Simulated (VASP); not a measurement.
Sn4P11: single point with PBE

Sn4P11:

```
Sn P
1.0
     6.91095   -0.14771    0.05592
    -0.14771    6.82793   -0.27612
     0.05592   -0.27612    6.81732
Sn P
4 11
Direct
  0.87473 0.52357 0.93765
  0.40095 0.00961 0.52769
  0.92033 0.17612 0.56962
  0.28371 0.33151 0.81769
  0.16453 0.57145 0.15473
  0.51209 0.67845 0.74597
  0.12042 0.61691 0.48320
  0.55366 0.53386 0.07228
  0.85479 0.49176 0.33887
  0.05793 0.11010 0.13953
  0.67074 0.97200 0.78000
  0.16700 0.94531 0.80877
  0.27952 0.89763 0.13954
  0.60102 0.01153 0.10400
  0.78138 0.76255 0.30669
```

| Item | Value |
| --- | --- |
| Program | VASP 6.6.1 |
| Task | single point |
| Functional | PBE |
| Potentials or basis | VASP PAW PBE potentials, release 64 (Sn_d, P) |
| Cutoff | 400 eV |
| k mesh | 1 × 1 × 1, shifted |
| Occupations | fermi-dirac, width 0.2585 eV |
| Spin | no spin polarisation |
| Dipole correction | no |
| Mended | yes |
| Further INCAR settings | LREAL = Auto; ALGO = Normal; EDIFF = 1e-06; NBANDS = 68; ISYM = -1 |

```json
{
  "Pressure": "4.5 GPa",
  "Largest force": "4.343 eV/Å",
  "Band gap on the k mesh": "zero (an odd number of electrons rules out a gap without spin polarisation)"
}
```

Forces on the atoms (eV/Å):
```
Sn   0.916  0.303 -2.235
Sn   0.589  0.177 -1.225
Sn   0.125 -0.070 -0.655
Sn   0.585  0.341  0.405
P    0.955 -0.202  1.046
P    0.512 -0.347  0.954
P    0.326  0.087  0.342
P   -1.958  0.200 -0.399
P    0.737 -4.147  1.058
P   -0.362  0.726  0.095
P   -0.342 -1.144  1.085
P   -1.394 -1.230  1.186
P    0.531  0.708 -0.880
P    0.127  0.743 -0.101
P   -1.346  3.855 -0.678
```

Stress tensor (GPa, compression positive):
```
5.93 0.72 1.17
0.72 6.14 2.35
1.17 2.35 1.33
```

Levels at points of the mesh, in eV from the Fermi level:
```csv
k point,band 51,band 52,band 53,band 54,band 55,band 56,band 57,band 58,band 59,band 60
"(0.25, 0.25, 0.25)",-1.50,-1.12,-1.04,-0.62,-0.45,0.00,0.47,0.64,0.87,1.18
```

Run time: 29 s on 1 thread of Intel(R) Xeon(R) 6975P-C (Granite Rapids), on a shared host, peak memory 0.3 GiB.

Caveat: the atoms stand as in a frame of molecular dynamics; spin-orbit coupling is left out, which moves the levels of the heavy elements.
